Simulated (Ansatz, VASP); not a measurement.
**One calculation of HfSiO4, two programs**

```
Hf Si O
1.0
     3.28569    0.00000    0.00000
     0.00000    3.28569    0.00000
     0.00000    0.00000    5.70050
Hf Si O
1 1 4
Direct
  0.50000 0.50000 0.50000
  0.00000 0.00000 0.00000
  0.50000 0.00000 0.67637
  0.00000 0.50000 0.87796
  0.00000 0.50000 0.32363
  0.50000 0.00000 0.12204
```

Alike in both runs: task single point; functional PBE0; k mesh 4 × 4 × 4; no spin polarisation.

|  | VASP | Ansatz |
| --- | --- | --- |
| version | VASP 6.6.1 | Ansatz 0.2.0 |
| potentials or method | VASP PAW PBE potentials, release 64 (Hf_pv, Si, O) | plane waves, PAW |
| plane-wave cutoff (eV) | 520 | 420 |
| occupations | gaussian, width 0.01 eV | fixed |
| valence electrons in the cell | 38 | 54 |

VASP gave:

| Item | Value |
| --- | --- |
| gap on the k mesh at the Fermi level (eV) | 4.98 |
| pressure (GPa) | -2.6 |
| traceless stress, the component that is largest in VASP (GPa) | -0.36 |
| rms of the force components (eV/Å) | 0.080 |

Question: Which values does Ansatz return?

Answer: gap on the k mesh at the Fermi level (eV): 4.96; pressure (GPa): -0.4; traceless stress, the component that is largest in VASP (GPa): -0.27; rms of the force components (eV/Å): 0.020.

Atom by atom the forces differ by 0.086 eV/Å (rms over components). VASP's potentials hold 38 valence electrons a cell and Ansatz's 54, so a difference there can come from the potentials and not from the codes. Ansatz's warnings: stress exchange threshold loose, stress scf threshold loose.

The k mesh is coarse, so the values compare programs but aren't converged. Neither program's run includes spin-orbit coupling.
